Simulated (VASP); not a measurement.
Al: single point with PBEsol+D3(BJ)

The system is Al.

```xyz
4
Lattice="2.8735 0.0000 0.0000 -1.4368 2.4886 0.0000 0.0000 0.0000 9.4308" Properties=species:S:1:pos:R:3 pbc="T T T"
Al    0.0000    0.0000    0.0000
Al    0.0000    1.6590    2.3577
Al    0.0000    0.0000    4.7154
Al    1.4368    0.8295    7.0731
```

This isn't the form of Al at room conditions, which is fcc.

```yaml
Program: VASP 6.6.1
Task: single point
Functional: PBEsol
Dispersion: D3(BJ)
Potentials_or_basis: VASP PAW PBE potentials, release 64 (Al)
Cutoff: 520 eV
k_mesh: 18 × 18 × 6
Occupations: gaussian, width 0.15 eV
Spin: no spin polarisation
Dipole_correction: no
Further_INCAR_settings: ALGO = Fast; EDIFF = 1e-06; NBANDS = 14
```

The pressure is -5.8 GPa, the band gap on the k mesh is zero (bands 6 and 7 overlap by 5.35 eV) and the dispersion energy per atom is -0.311 eV.

Stress tensor (GPa, compression positive):
```
-5.86  0.00  0.00
 0.00 -5.86  0.00
 0.00  0.00 -5.65
```

Levels at points of the mesh, in eV from the Fermi level:
| k point | band 2 | band 3 | band 4 | band 5 | band 6 | band 7 | band 8 | band 9 | band 10 | band 11 |
| --- | --- | --- | --- | --- | --- | --- | --- | --- | --- | --- |
| (0.00, 0.00, 0.00) | -9.32 | -9.32 | -4.53 | -4.40 | 3.30 | 3.31 | 10.55 | 10.55 | 10.77 | 10.77 |
| (0.50, 0.00, 0.00) | -5.07 | -3.84 | -3.76 | -3.30 | -3.19 | 0.84 | 1.23 | 1.30 | 1.54 | 5.55 |
| (0.00, 0.00, 0.50) | -10.56 | -7.28 | -7.28 | -0.91 | -0.91 | 8.08 | 8.08 | 10.86 | 10.86 | 10.86 |
| (0.50, 0.00, 0.50) | -4.79 | -4.68 | -4.68 | -1.82 | -1.82 | -1.19 | -1.19 | 4.44 | 4.44 | 4.67 |

Wall time 4 min on 1 thread of AMD EPYC 7R13, on a shared host, peak memory 0.23 GiB.

Caveat: the cell stands under tension; the PAW data sets were made with another functional, which shifts forces and pressure a little.
